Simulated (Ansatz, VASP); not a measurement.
# ZrB: VASP beside Ansatz

Contents of INCAR:

```
ALGO = Normal ; EDIFF = 1E-6
ENCUT = 500 ; GGA = PS
GGA_COMPAT = F ; ISIF = 2
ISMEAR = 0 ; LASPH = T
LCHARG = F ; LREAL = F
LWAVE = F ; NBANDS = 14
NELM = 120 ; PREC = Accurate
SIGMA = 0.15
```

File KPOINTS:

```
k-points
0
Gamma
  18 18 18
```

File POSCAR:

```
ZrB
1.0
    0.0000000000      2.3250000000      2.3250000000
    2.3250000000      0.0000000000      2.3250000000
    2.3250000000      2.3250000000      0.0000000000
Zr B
1 1
Direct
   -0.1075268817      0.1075268817     -0.1075268817
    0.5000000000      0.5000000000      0.5000000000
```

Input for Ansatz:

```yaml
crystal:
  lattice:
    - [0.0, 2.325, 2.325]
    - [2.325, 0.0, 2.325]
    - [2.325, 2.325, 0.0]
  atoms:
    - { symbol: Zr, position: [-0.1075268817, 0.1075268817, -0.1075268817] }
    - { symbol: B, position: [0.5, 0.5, 0.5] }
basis:
  ecutwfc: 420
kpoints:
  mp_grid: { grid: [18, 18, 18] }
hamiltonian:
  xc: pbesol
scf:
  occupations: { method: gaussian, width: 0.15 }
output:
  forces: true
  stress: true
  eigenvalues: true
```

Change from the starting cell: all Zr atoms moved -0.500 Å, as atom 1 along Cartesian [0 1 0].

Alike in both runs: task single point; functional PBEsol; k mesh 18 × 18 × 18; occupations gaussian, width 0.15 eV; no spin polarisation.

|  | VASP | Ansatz |
| --- | --- | --- |
| version | VASP 6.6.1 | Ansatz 0.2.0 |
| potentials or method | VASP PAW PBE potentials, release 64 (Zr_sv, B), cutoff 500 eV | scalar-relativistic, plane waves, PAW |
| valence electrons in the cell | 15 | 15 |

|  | VASP | Ansatz | Ansatz less VASP |
| --- | --- | --- | --- |
| gap on the k mesh at the Fermi level (eV) | none | none | - |
| rms of the force components (eV/Å) | 4.896 | 4.860 | -0.0363 |

VASP's potentials were made for PBE, not for PBEsol. Atom by atom the forces differ by 0.036 eV/Å (rms over components). A gap of «none» marks a metal or a gap that the smearing closes. The functional is the same, so the differences come from potentials, cutoffs and numerics.
